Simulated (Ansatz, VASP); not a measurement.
# One calculation of B3N, two programs

```
CELL_PARAMETERS angstrom
1.27763 -11.40971 0.00000
1.27763 11.40971 0.00000
0.00000 0.00000 2.55518
ATOMIC_POSITIONS crystal
B 0.28004 0.71996 0.25000
B 0.71996 0.28004 0.75000
B 0.53378 0.46622 0.25000
B 0.46622 0.53378 0.75000
B 0.03380 0.96620 0.75000
B 0.96620 0.03380 0.25000
N 0.21250 0.78750 0.25000
N 0.78750 0.21250 0.75000
```

Alike in both runs: functional PBE; k mesh 14 × 14 × 14; occupations gaussian, width 0.1 eV; no spin polarisation.

Ansatz relaxed the structure, and its values are those at the end. VASP's run is a single point on that final structure, the one shown.

```csv
,VASP,Ansatz
version,VASP 6.6.1,Ansatz 0.2.0
potentials or method,"VASP PAW PBE potentials, release 64 (B, N), cutoff 520 eV","scalar-relativistic, plane waves, PAW"
valence electrons in the cell,28,28
```

|  | VASP | Ansatz | Ansatz less VASP |
| --- | --- | --- | --- |
| gap on the k mesh at the Fermi level (eV) | none | none | - |
| pressure (GPa) | 0.1 | 0.0 | -0.07 |
| rms of the force components (eV/Å) | 0.020 | 0.000 | -0.0193 |

A gap of «none» marks a metal or a gap that the smearing closes.
